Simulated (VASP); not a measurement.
The system is Na2S.

```
S Na
1.0
     0.00000    3.25543    3.25543
     3.25543    0.00000    3.25543
     3.25543    3.25543    0.00000
S Na
1 2
Cartesian
  0.0000 0.0000 0.0000
  1.6277 1.6277 1.6277
  4.8831 4.8831 4.8831
```

Program: VASP 6.6.1. Alike in all runs: task single point; potentials or basis VASP PAW PBE potentials, release 64 (S, Na_pv); no spin polarisation; cell as given; smearing gaussian 0.01 eV.

Question: Order these runs on this cell by their band gap on the k mesh, lowest first.
A. level HSE06; k mesh 4 × 4 × 4; cutoff (eV) 400; grid for exact exchange (PRECFOCK) Normal; share of exact exchange 0.25; screening parameter 0.2079 1/Å
B. level PBE; k mesh 6 × 6 × 6; cutoff (eV) 500
C. level r2SCAN; k mesh 6 × 6 × 6; cutoff (eV) 550

Answer: B (2.53 eV), C (3.11 eV), A (3.52 eV).

Caveats: the structure was generated, so it needn't be the stable form of Na2S.
